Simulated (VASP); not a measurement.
# Si4O7 in VASP: notebook, part 2 of 2

VASP 6.6.1.

## 4. Single point, PBE

This run uses another cell than the first one, of 16.01 Å³/atom, 0.904 times its volume.

Contents of INCAR:

```
SYSTEM = Si4O7
  ALGO = Normal
  EDIFF = 1E-7
  ENCUT = 520
  GGA = PE
  ISIF = 2
  ISMEAR = -1
  ISYM = 0
  LASPH = .TRUE.
  LCHARG = .TRUE.
  LELF = .TRUE.
  LREAL = Auto
  LVHAR = .TRUE.
  LWAVE = .FALSE.
  NBANDS = 75
  NELM = 100
  PREC = Accurate
  SIGMA = 0.1379
```

Contents of KPOINTS:

```
Automatic mesh
0
Gamma
  1 1 1
  0.25 0.25 0.25
```

Contents of POSCAR:

```
Si4O7
1.0
    7.0842070000      0.0663610000      0.0972760000
    0.0663610000      6.9740900000     -0.0358550000
    0.0972760000     -0.0358550000      7.1323860000
Si O
8 14
Direct
    0.4787669051      0.1124162390      0.1385139776
    0.5707649337      0.1860122574      0.5547833137
    0.6726801375      0.6938487123      0.9347954966
    0.3571480952      0.3687622028      0.8008505191
    0.0430273857      0.6189436221      0.6000799300
    0.1392145900      0.8645429784      0.2479140851
    0.8237841243      0.0814953939      0.8187798014
    0.9350645603      0.5474568746      0.2209826734
    0.1494829193      0.7649469299      0.4662549211
    0.3353964599      0.1480625150      0.6457551169
    0.7398939795      0.6156807137      0.1422622535
    0.5468384945      0.2243319680      0.3242528042
    0.1388305017      0.5987802816      0.1286990624
    0.1639739240      0.4593771405      0.7237762006
    0.8870422619      0.7414653279      0.7588883042
    0.6330341844      0.9800497203     -0.0225983774
    0.3882429098      0.2707303920      0.9948488936
   -0.0573948047     -0.0711555034      0.1694418749
    0.5777216301      0.3786091164      0.7092243158
    0.3569140185      0.9383855441      0.2004297924
    0.9359241937      0.5123454400      0.4370401691
    0.7275342987      0.0404841161      0.6027269039
```

Launch:

```console
$ cat potpaw_PBE.64/Si/POTCAR potpaw_PBE.64/O/POTCAR > POTCAR
$ mpirun -np 1 vasp_std > vasp.out
```

Run time: 2.1 min. Hardware: 1 thread of Intel Xeon Platinum 8259CL at 2.50GHz (Skylake/Cascade Lake), shared host; peak memory 0.37 GiB.

The run converged. Its results:

```yaml
Free_energy: -157.0580 eV
Pressure: -2.0 GPa
Largest_force: 7.146 eV/Å
Band_gap_on_the_k_mesh: 1.30 eV
```

Forces on the atoms (eV/Å):
```
Si   1.905  0.769 -2.628
Si  -6.870  1.961  0.121
Si  -0.895  0.935 -2.344
Si   0.396 -3.598 -3.864
Si  -0.842  1.666  4.005
Si   0.565 -2.572  0.446
Si   0.291 -1.100  0.591
Si   2.116  1.912 -1.127
O    1.474  2.416 -0.910
O    2.822  1.492 -0.207
O   -0.318 -1.181  0.079
O    1.011 -0.014  0.427
O   -0.781  0.411  0.649
O   -0.507  2.142 -0.163
O    0.363 -1.068  0.226
O    0.351  0.962  0.212
O   -0.332 -0.490  3.206
O    1.325  0.776  0.826
O    0.948  0.486 -1.410
O   -3.035 -1.685  0.852
O   -2.256 -2.896  0.201
O    2.270 -1.325  0.813
```

Stress tensor (GPa, compression positive):
```
-1.58  2.20  4.62
 2.20 -1.26 -2.60
 4.62 -2.60 -3.08
```

Levels at points of the mesh, in eV from the valence-band top:
```
           k point  band 55  band 56  band 57  band 58  band 59  band 60  band 61  band 62
(0.25, 0.25, 0.25)    -1.52    -0.99    -0.85     0.00     1.30     2.93     3.12     3.95
```

Caveat: the k points lie up to 0.90 Å⁻¹ apart.

## 5. Single point, PBE

This run uses another cell than the first one, of 16.01 Å³/atom, 0.904 times its volume.

Contents of INCAR:

```
  ALGO = Normal
  EDIFF = 1E-6
  ENCUT = 520
  GGA = PE
  ISIF = 2
  ISMEAR = -1
  ISYM = 0
  LASPH = True
  LCHARG = True
  LELF = True
  LREAL = Auto
  LVHAR = True
  LWAVE = False
  NBANDS = 75
  NELM = 100
  PREC = Accurate
  SIGMA = 0.1379
```

KPOINTS is that of step 4.

Contents of POSCAR:

```
Si4O7
1.0
    7.0842070000      0.0663610000      0.0972760000
    0.0663610000      6.9740900000     -0.0358550000
    0.0972760000     -0.0358550000      7.1323860000
Si O
8 14
Direct
    0.4808364105      0.0786139319      0.1659858089
    0.5346782634      0.1723562965      0.5708578409
    0.6944463595      0.6472807109      0.9148818202
    0.3161579505      0.2785628963      0.8231004732
    0.0528111853      0.5858098249      0.6418922013
    0.2095095295      0.7750727821      0.3347538938
    0.8238088562      0.1106835906      0.8425352652
    0.9194304444      0.6325385716      0.2847929367
    0.2325106225      0.6784988779      0.5283189768
    0.3376326053      0.0691187655      0.6831998021
    0.7656667100      0.5607848554      0.1173186569
    0.5216427205      0.2069829840      0.3463587161
    0.1426851742      0.6331331947      0.1670230898
    0.1692496770      0.4558501367      0.7943231865
    0.9005683148      0.6845441459      0.7718615688
    0.6608705204      1.0294757675      0.0199884040
    0.3345152086      0.2419997288      1.0500809405
   -0.0457582438     -0.1650011176      0.3402536071
    0.5000195005      0.3717458037      0.6860266745
    0.3806034750      0.8719714906      0.2160892518
    0.9406618410      0.4690889703      0.4571177673
    0.7399131156      0.0831940262      0.6440384934
```

Launch:

```console
$ cat potpaw_PBE.64/Si/POTCAR potpaw_PBE.64/O/POTCAR > POTCAR
$ mpirun -np 1 vasp_std > vasp.out
```

It took 1.9 min on 1 thread of Intel Xeon Platinum 8259CL at 2.50GHz (Skylake/Cascade Lake), shared host; peak memory 0.4 GiB.

The run converged. Its results:

| Item | Value |
| --- | --- |
| Free energy | -159.7207 eV |
| Pressure | 1.7 GPa |
| Largest force | 9.619 eV/Å |
| Band gap on the k mesh | 2.74 eV |

Forces on the atoms (eV/Å):
```
Si  -1.036  0.800 -3.175
Si  -0.480 -0.578  0.762
Si   0.017  0.198 -0.852
Si   0.354  0.430 -0.690
Si   1.009 -3.386 -0.799
Si  -1.473  0.274 -4.474
Si   1.450 -0.066  3.814
Si  -0.141 -8.249 -4.946
O    1.127  0.699  2.185
O    0.828  1.541 -0.086
O    1.143  0.860  2.004
O    0.616 -0.463  1.426
O   -0.787 -1.828  0.551
O   -0.895 -1.361 -0.366
O   -2.355  1.675  1.723
O    0.106  0.533 -0.299
O    1.039 -1.683 -0.380
O    0.985  7.336  3.385
O    0.068  0.122  1.255
O    0.719  2.043  1.130
O   -0.001  1.640  0.911
O   -2.292 -0.537 -3.080
```

Stress tensor (GPa, compression positive):
```
-0.27  0.11  1.43
 0.11  5.45  3.62
 1.43  3.62 -0.21
```

Levels at points of the mesh, in eV from the valence-band top:
| k point | band 54 | band 55 | band 56 | band 57 | band 58 | band 59 | band 60 | band 61 | band 62 | band 63 |
| --- | --- | --- | --- | --- | --- | --- | --- | --- | --- | --- |
| (0.25, 0.25, 0.25) | -1.84 | -1.59 | -0.78 | -0.73 | 0.00 | 2.74 | 3.34 | 3.84 | 4.30 | 4.93 |

Caveat: the k points lie up to 0.90 Å⁻¹ apart.

## 6. Molecular dynamics, PBE

This run uses another cell than the first one, of 16.01 Å³/atom, 0.904 times its volume.

Contents of INCAR:

```
SYSTEM = Si4O7
ALGO = Normal ; EDIFF = 1E-5
ENCUT = 520 ; GGA = PE
IBRION = 0 ; ISIF = 2
ISMEAR = -1 ; ISYM = 0
LANGEVIN_GAMMA = 30 30 ; LASPH = .TRUE.
LCHARG = .FALSE. ; LREAL = Auto
LWAVE = .FALSE. ; MDALGO = 3
NELM = 100 ; NELMIN = 4
NSW = 40 ; POTIM = 2.0
PREC = Accurate ; RANDOM_SEED = 87097 0 0
SIGMA = 0.1379 ; TEBEG = 1600.0
TEEND = 1600.0
```

KPOINTS is that of step 5.

Contents of POSCAR:

```
Si4O7
1.0
    7.0842070000      0.0663610000      0.0972760000
    0.0663610000      6.9740900000     -0.0358550000
    0.0972760000     -0.0358550000      7.1323860000
Si O
8 14
Direct
    0.5044477768      0.1319570901      0.1100104451
    0.5590648341      0.2088107868      0.5348077685
    0.5685073152      0.7377543872      0.9905570390
    0.3745251213      0.3866239754      0.7871704416
    0.1116857619      0.6789204285      0.6071839300
    0.1793204520      0.8785409625      0.2522426751
    0.9733723251      0.0291355550      0.9149478185
    0.9577739315      0.5907301379      0.2061835306
    0.2068196392      0.8661946501      0.4943586291
    0.3478216164      0.1807626396      0.6180588045
    0.7412112917      0.6356418161      0.1328581584
    0.5280684367      0.2363532550      0.3054706715
    0.1280497846      0.7172557783      0.1068151127
    0.1450102940      0.5041454300      0.7658434109
    0.9055196484      0.8100876201      0.8336127334
    0.6827824131      0.9837502050      0.0283986166
    0.4005709581      0.2431304177      0.9532975161
    0.0525530781      0.0688639877      0.1397586637
    0.5158292398      0.4606489539      0.6506745035
    0.3756233293      0.9392881404      0.1946444848
    0.9698019897      0.5992983944      0.4361901444
    0.7114304450      0.0484901252      0.5496982746
```

Potentials or basis: VASP PAW PBE potentials, release 64 (Si, O).

Launch:

```console
$ cat potpaw_PBE.64/Si/POTCAR potpaw_PBE.64/O/POTCAR > POTCAR
$ mpirun -np 1 vasp_std > vasp.out
```

Wall time 31 min (1 thread of Intel Xeon Platinum 8259CL at 2.50GHz (Skylake/Cascade Lake), shared host); peak memory 0.45 GiB.

Caveat: the k points lie up to 0.90 Å⁻¹ apart.

## 7. Overview

| task | cell | k mesh | smearing | gap on the mesh (eV) | pressure (GPa) | largest force (eV/Å) |
| --- | --- | --- | --- | --- | --- | --- |
| single point | a = 7.311, b = 7.727, c = 6.966 Å, angles 84.8, 92.3, 95.6°, 22 atoms | 3 × 3 × 3 | gaussian 0.02 eV | 2.05 | 0.3 | 0.12 |
| single point | a = 7.085, b = 6.974, c = 7.133 Å, angles 90.6, 88.4, 88.9°, 22 atoms | 1 × 1 × 1, shifted | fermi-dirac 0.1379 eV | 2.74 | 1.7 | 9.62 |
| molecular dynamics | a = 7.085, b = 6.974, c = 7.133 Å, angles 90.6, 88.4, 88.9°, 22 atoms | 1 × 1 × 1, shifted | fermi-dirac 0.1379 eV | - | - | - |

Some of these runs hold the atoms at other places in the same cell, which the table doesn't show; runs alike in all that it shows share one row.

Alike in all rows: level PBE; potentials or basis VASP PAW PBE potentials, release 64 (Si, O); no spin polarisation; cutoff (eV) 520.

Caveats: some runs use coarse meshes.

Absolute energies hang on the potentials; compare differences alone.
